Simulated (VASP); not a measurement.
Here is a VASP 6.6.1 calculation.

File INCAR:

```
PREC = Accurate
ENCUT = 600
EDIFF = 1E-6
ISMEAR = 0
SIGMA = 0.1
LREAL = F
LASPH = T
NELM = 80
ALGO = Normal
ISIF = 3
LWAVE = F
LCHARG = F
GGA = PE
IBRION = 2
NSW = 100
EDIFFG = -0.01
```

Contents of KPOINTS:

```
Automatic mesh
0
Gamma
  14 14 14
```

Contents of POSCAR:

```
CdI
1.0
    3.9717134583      0.0000000000      0.0000000000
    0.0000000000      3.9717134583      0.0000000000
    0.0000000000      0.0000000000      3.9717134583
Cd I
1 1
Direct
    0.0000000000      0.0000000000      0.0000000000
    0.5000000000      0.5000000000      0.5000000000
```

Potentials or basis: VASP PAW PBE potentials, release 64 (Cd, I).

The run is started by

```sh
$ cat potpaw_PBE.64/Cd/POTCAR potpaw_PBE.64/I/POTCAR > POTCAR
$ mpirun -np 1 vasp_std > vasp.out
```

Problem. Predict the band gap on the k mesh.

Solution. Zero (an odd number of electrons rules out a gap without spin polarisation).

Final structure:
```
Cd I
1.0
     3.97171    0.00000    0.00000
     0.00000    3.97171    0.00000
     0.00000    0.00000    3.97171
Cd I
1 1
Direct
  0.00000 0.00000 0.00000
  0.50000 0.50000 0.50000
```

Caveat: the relaxation stopped at its first step, so nothing moved; spin-orbit coupling is left out, which moves the levels of the heavy elements; an odd number of electrons without spin polarisation forces a metal; a magnetic or distorted state may lie lower.
